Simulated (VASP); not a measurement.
# Tl (P6_3/mmc) in VASP: a series of runs

The runs below take Tl through single point, relaxation of cell and atoms, with PBE.

Program: VASP 6.6.1. These are calculated values, not measurements. Logs are shortened: lines on timing, memory, paths and dates and some standing lists are left out, and cuts for length are marked.

### Step 1. The cell of the first run

Symmetry: P6_3/mmc, No. 194, hexagonal system. Conventional cell: a = 3.612 Å, b = 3.612 Å, c = 5.565 Å, α = 90.00°, β = 90.00°, γ = 120.00°. Within 4.6 Å of Tl (site symmetry -6m2) lie 12 Tl at 3.48 to 3.61 Å.

### Step 2. Single point, PBE

The input, INCAR:

```
PREC = Accurate
ENCUT = 520
EDIFF = 1E-6
ISMEAR = 0
SIGMA = 0.1
LREAL = F
LASPH = T
NELM = 100
ALGO = Fast
ISIF = 2
LWAVE = F
LCHARG = T
GGA = PE
LELF = T
LVHAR = T
NBANDS = 20
```

The input, KPOINTS:

```
Automatic mesh
0
Gamma
  15 15 8
```

The input, POSCAR:

```
Tl
1.0
    3.6124297322      0.0000000000      0.0000000000
   -1.8062148661      3.1284559175      0.0000000000
    0.0000000000      0.0000000000      5.5652681212
Tl
2
Direct
    0.3333333333      0.6666666667      0.7500000000
    0.6666666667      0.3333333333      0.2500000000
```

Potentials or basis: VASP PAW PBE potentials, release 64 (Tl_d).

Command:

```bash
> cat potpaw_PBE.64/Tl_d/POTCAR > POTCAR
> mpirun -np 1 vasp_std > vasp.out
```

OUTCAR:

```text
PREC = Accurate
   ENCUT = 520
   EDIFF = 1E-6
   ISMEAR = 0
   LREAL = F
   LASPH = T
   NELM = 100
   ISIF = 2
   GGA = PE

 ion  position               nearest neighbor table
   1  0.333  0.667  0.750-   2 3.48   2 3.48   2 3.48   2 3.48   2 3.48   2 3.48
   2  0.667  0.333  0.250-   1 3.48   1 3.48   1 3.48   1 3.48   1 3.48   1 3.48

  LATTYP: Found a hexagonal cell.
 ALAT       =     3.6124297322
 C/A-ratio  =     1.5405886159

  Lattice vectors:

 A1 = (   3.6124297322,   0.0000000000,   0.0000000000)
 A2 = (  -1.8062148661,   3.1284559175,   0.0000000000)
 A3 = (   0.0000000000,   0.0000000000,   5.5652681212)

Analysis of symmetry for initial positions (statically):
=====================================================================
 Subroutine PRICEL returns:
 Original cell was already a primitive cell.

 Routine SETGRP: Setting up the symmetry group for a
 hexagonal supercell.

 Subroutine GETGRP returns: Found 24 space group operations
 (whereof 12 operations were pure point group operations)
 out of a pool of 24 trial point group operations.

The static configuration has the point symmetry D_3d.
 The point group associated with its full space group is D_6h.

Analysis of symmetry for dynamics (positions and initial velocities):
=====================================================================
 Subroutine PRICEL returns:
 Original cell was already a primitive cell.

 Routine SETGRP: Setting up the symmetry group for a
 hexagonal supercell.

 Subroutine GETGRP returns: Found 24 space group operations
 (whereof 12 operations were pure point group operations)
 out of a pool of 24 trial point group operations.

The dynamic configuration has the point symmetry D_3d.
 The point group associated with its full space group is D_6h.

 Subroutine INISYM returns: Found 24 space group operations
 (whereof 12 operations are pure point group operations),
 and found     1 'primitive' translations

----------------------------------------------------------------------------------------

                                     Primitive cell

  volume of cell :      62.8949

  direct lattice vectors                    reciprocal lattice vectors
     3.612429732  0.000000000  0.000000000     0.276821994  0.159823252  0.000000000
    -1.806214866  3.128455918  0.000000000     0.000000000  0.319646505  0.000000000
     0.000000000  0.000000000  5.565268121     0.000000000  0.000000000  0.179685862

  length of vectors
     3.612429732  3.612429732  5.565268121     0.319646505  0.319646505  0.179685862

  position of ions in fractional coordinates (direct lattice)
     0.333333333  0.666666667  0.750000000
     0.666666667  0.333333333  0.250000000

  ion indices of the primitive-cell ions
   primitive index   ion index
                 1           1
                 2           2

----------------------------------------------------------------------------------------

 KPOINTS: Automatic mesh

Automatic generation of k-mesh.
 Grid dimensions read from file:
 generate k-points for:   15   15    8

 Generating k-lattice:

  Cartesian coordinates                     Fractional coordinates (reciprocal lattice)
     0.018454800  0.010654883  0.000000000     0.066666667  0.000000000  0.000000000
     0.000000000  0.021309767  0.000000000     0.000000000  0.066666667  0.000000000
     0.000000000  0.000000000  0.022460733     0.000000000  0.000000000  0.125000000

  Length of vectors
     0.021309767  0.021309767  0.022460733

  Shift w.r.t. Gamma in fractional coordinates (k-lattice)
     0.000000000  0.000000000  0.000000000

 Subroutine IBZKPT returns following result:
 ===========================================

 Found    135 irreducible k-points:

 Following reciprocal coordinates:
            Coordinates               Weight
  0.000000  0.000000  0.000000      1.000000
  0.066667 -0.000000  0.000000      6.000000
  0.133333 -0.000000  0.000000      6.000000
  0.200000  0.000000  0.000000      6.000000
  0.266667 -0.000000  0.000000      6.000000
  0.333333  0.000000  0.000000      6.000000
[... 16 lines left out ...]
  0.333333  0.200000  0.000000     12.000000
  0.400000  0.200000  0.000000      6.000000
 [... further k-points ...]
   k-points           NKPTS =    135   k-points in BZ     NKDIM =    135   number of bands    NBANDS=     20
   number of dos      NEDOS =    301   number of ions     NIONS =      2
   total plane-waves  NPLWV =  32928
   dimension x,y,z NGX =    28 NGY =   28 NGZ =   42
   dimension x,y,z NGXF=    56 NGYF=   56 NGZF=   84
   ions per type =               2
   NGX,Y,Z   is equivalent  to a cutoff of  12.89, 12.89, 12.55 a.u.
   NGXF,Y,Z  is equivalent  to a cutoff of  25.77, 25.77, 25.09 a.u.
 SYSTEM =  unknown system
   PREC   = accura    normal or accurate (medium, high low for compatibility)
   ISTART =      0    job   : 0-new  1-cont  2-samecut
   ICHARG =      2    charge: 1-file 2-atom 10-const
   ISPIN  =      1    spin polarized calculation?
   LNONCOLLINEAR =      F non collinear calculations
   LSORBIT =      F    spin-orbit coupling
   LASPH  =      T    aspherical Exc in radial PAW
   ENCUT  =  520.0 eV  38.22 Ry    6.18 a.u.   6.72  6.72 10.35*2*pi/ulx,y,z
   NELM   =    100;   NELMIN=  2; NELMDL= -5     # of ELM steps
   EDIFF  = 0.1E-05   stopping-criterion for ELM
   LREAL  =      F    real-space projection
   EDIFFG = 0.1E-04   stopping-criterion for IOM
   NSW    =      0    number of steps for IOM
   IBRION =     -1    ionic relax: 0-MD 1-quasi-New 2-CG
   NFREE  =      0    steps in history (QN), initial steepest desc. (CG)
   ISIF   =      2    stress and relaxation
   ISYM   =      2    0-nonsym 1-usesym 2-fastsym
   POTIM  = 0.5000    time-step for ionic-motion
   TEBEG  =    0.0;   TEEND  =   0.0 temperature during run
   PSTRESS=    0.0 pullay stress
   NELECT =      26.0000    total number of electrons
   NUPDOWN=      -1.0000    fix difference up-down
   EMIN   =  10.00;   EMAX   =-10.00  energy-range for DOS
   EFERMI =   0.00;   METHOD = LEGACY
   ISMEAR =     0;   SIGMA  =   0.10  broadening in eV -4-tet -1-fermi 0-gaus
   EFERMI_NEDOS =   21; number of points for ismear=-14 and -15
   IALGO  =     68    algorithm
   IMIX   =      4    mixing-type and parameters
     AMIX     =   0.40;   BMIX     =  1.00
     AMIX_MAG =   1.60;   BMIX_MAG =  1.00
  volume/ion in A,a.u.               =      31.45       212.22
  Fermi-wavevector in a.u.,A,eV,Ry     =   1.219535  2.304586 20.235461  1.487264
  Thomas-Fermi vector in A             =   2.354783
   LORBIT       =      0    0 simple, 1 ext, 2 COOP (PROOUT), +10 PAW based schemes
   GGA     = PE    functional components
   LHFCALC =     F    Hartree Fock is set to
   AEXX    =    0.0000 exact exchange contribution
   IVDW    =     0    specifies the selected vdW correction
   LEPSILON=     F    determine dielectric tensor
   LRPA    =     F    only Hartree local field effects (RPA)
 non-spin polarized calculation
 RMM-DIIS sequential band-by-band and
 Gauss-broadening in eV      SIGMA  =   0.10
  energy-cutoff  :      520.00
  volume of cell :       62.89
 maximum number of plane-waves:      1713
 NGX is ok and might be reduce to    28
   NGX = 13   NGY = 13   NGZ = 21

 number of electron      26.0000006 magnetization

 Free energy of the ion-electron system (eV)
  ---------------------------------------------------
  ext. energy  EPLUGINS =         0.00000000
  ---------------------------------------------------
  free energy    TOTEN  =        -4.45455789 eV

  energy without entropy =       -4.45106668  energy(sigma->0) =       -4.45281228

 E-fermi :   5.6499     XC(G=0):  -9.7218

 val. band max:        5.5918124022   @ k =   0.2000   0.2000   0.0000
 cond. band min:       5.6617458896   @ k =   0.2667   0.1333   0.0000
 fundamental gap:      0.0699334873
 Fermi energy:         5.6499485427

 k-point     1 :       0.0000    0.0000    0.0000
  band No.  band energies     occupation
      1      -6.0067      2.00000
      2      -5.8317      2.00000
      3      -5.8317      2.00000
      4      -5.8211      2.00000
      5      -5.7862      2.00000
      6      -5.7862      2.00000
[... 12 lines left out ...]
     19      15.4719      0.00000
     20      16.3527      0.00000

 k-point     2 :       0.0667   -0.0000    0.0000
  band No.  band energies     occupation
      1      -5.9973      2.00000
      2      -5.8567      2.00000
      3      -5.8179      2.00000
      4      -5.7936      2.00000
      5      -5.7906      2.00000
      6      -5.7903      2.00000
[... 12 lines left out ...]
     19      16.0189      0.00000
     20      16.1232      0.00000

 k-point     3 :       0.1333   -0.0000    0.0000
  band No.  band energies     occupation
      1      -5.9825      2.00000
      2      -5.8770      2.00000
      3      -5.8121      2.00000
      4      -5.8090      2.00000
      5      -5.7860      2.00000
      6      -5.7788      2.00000
[... 12 lines left out ...]
     19      15.3892      0.00000
     20      16.9231      0.00000

 k-point     4 :       0.2000    0.0000    0.0000
  band No.  band energies     occupation
      1      -5.9948      2.00000
      2      -5.8718      2.00000
      3      -5.8473      2.00000
      4      -5.8348      2.00000
      5      -5.7821      2.00000
      6      -5.7209      2.00000
[... 12 lines left out ...]
     19      14.7373      0.00000
     20      16.6426      0.00000

 k-point     5 :       0.2667   -0.0000    0.0000
  band No.  band energies     occupation
      1      -6.0298      2.00000
      2      -5.8926      2.00000
      3      -5.8687      2.00000
      4      -5.8623      2.00000
      5      -5.7597      2.00000
      6      -5.6541      2.00000
[... 12 lines left out ...]
     19      14.2802      0.00000
     20      16.0021      0.00000

 k-point     6 :       0.3333    0.0000    0.0000
  band No.  band energies     occupation
      1      -6.0667      2.00000
      2      -5.9401      2.00000
      3      -5.8871      2.00000
      4      -5.8816      2.00000
      5      -5.7264      2.00000
      6      -5.6435      2.00000
[... 12 lines left out ...]
     19      13.8165      0.00000
     20      15.5243      0.00000

 k-point     7 :       0.4000    0.0000    0.0000
  band No.  band energies     occupation
      1      -6.0957      2.00000
      2      -5.9792      2.00000
      3      -5.9056      2.00000
      4      -5.8970      2.00000
      5      -5.6991      2.00000
      6      -5.6663      2.00000
[... 12 lines left out ...]
     19      13.4641      0.00000
     20      15.2053      0.00000
[... 277 lines left out ...]
 k-point    20 :       0.4000    0.1333    0.0000
  band No.  band energies     occupation
      1      -6.0513      2.00000
      2      -6.0312      2.00000
      3      -5.8794      2.00000
      4      -5.8705      2.00000
      5      -5.6958      2.00000
      6      -5.6804      2.00000
[... 12 lines left out ...]
     19      13.7323      0.00000
     20      14.9728      0.00000

 k-point    21 :       0.2000    0.2000    0.0000
  band No.  band energies     occupation
      1      -5.9722      2.00000
      2      -5.9413      2.00000
      3      -5.9360      2.00000
      4      -5.8593      2.00000
      5      -5.7069      2.00000
      6      -5.6554      2.00000
[... 12 lines left out ...]
     19      13.8551      0.00000
     20      16.7168      0.00000

 k-point    22 :       0.2667    0.2000    0.0000
  band No.  band energies     occupation
      1      -6.0150      2.00000
      2      -5.9640      2.00000
      3      -5.8953      2.00000
      4      -5.8575      2.00000
      5      -5.6865      2.00000
      6      -5.6865      2.00000
[... 12 lines left out ...]
     19      13.2723      0.00000
     20      16.7488      0.00000

 k-point    23 :       0.3333    0.2000    0.0000
  band No.  band energies     occupation
      1      -6.0438      2.00000
      2      -5.9811      2.00000
      3      -5.8600      2.00000
      4      -5.8523      2.00000
      5      -5.7109      2.00000
      6      -5.6741      2.00000
[... 12 lines left out ...]
     19      12.9579      0.00000
     20      16.6091      0.00000

 k-point    24 :       0.4000    0.2000    0.0000
  band No.  band energies     occupation
      1      -6.0540      2.00000
      2      -5.9871      2.00000
      3      -5.8492      2.00000
      4      -5.8462      2.00000
      5      -5.7207      2.00000
      6      -5.6616      2.00000
[... 12 lines left out ...]
     19      12.8589      0.00000
     20      16.5581      0.00000

 [... further k-points ...]
[... 5 lines left out ...]
  --------------------------------------------------------------------------------------
  -------------------------------------------------------------------------------------
  Total       -0.0348251     -0.0348251     -0.0307842      0.0000000      0.0000000      0.0000000
  in kB       -0.8871305     -0.8871305     -0.7841917      0.0000000      0.0000000      0.0000000
  external PRESSURE =      -0.8528175 kB  Pullay stress =       0.0000000 kB

 VOLUME and BASIS-vectors are now :
 -----------------------------------------------------------------------------
  energy-cutoff  :      520.00
  volume of cell :       62.89
      direct lattice vectors                 reciprocal lattice vectors
     3.612429732  0.000000000  0.000000000     0.276821994  0.159823252  0.000000000
    -1.806214866  3.128455918  0.000000000     0.000000000  0.319646505  0.000000000
     0.000000000  0.000000000  5.565268121     0.000000000  0.000000000  0.179685862

 POSITION                                       TOTAL-FORCE (eV/Angst)
 -----------------------------------------------------------------------------------
     -0.00000      2.08564      4.17395        -0.000000      0.000000      0.000000
      1.80621      1.04282      1.39132         0.000000     -0.000000      0.000000
 -----------------------------------------------------------------------------------
    total drift:                                0.000000     -0.000000      0.000000

  FREE ENERGIE OF THE ION-ELECTRON SYSTEM (eV)
  ---------------------------------------------------
  free  energy   TOTEN  =        -4.4545578851 eV

  energy  without entropy=       -4.4510666832  energy(sigma->0) =       -4.45281228
```

Run time: 67 s. Hardware: 1 thread of Oxide Virtual Turin-like, shared host; peak memory 0.23 GiB.

Results:

| Item | Value |
| --- | --- |
| Free energy | -4.4546 eV |
| Pressure | -0.1 GPa |
| Band gap on the k mesh | zero (band 13 reaches 9.16 eV, above the bottom of band 14 at 3.72 eV) |

Caveat: spin-orbit coupling is left out, which moves the levels of the heavy elements.

(Part 1 of 2 ends here.)
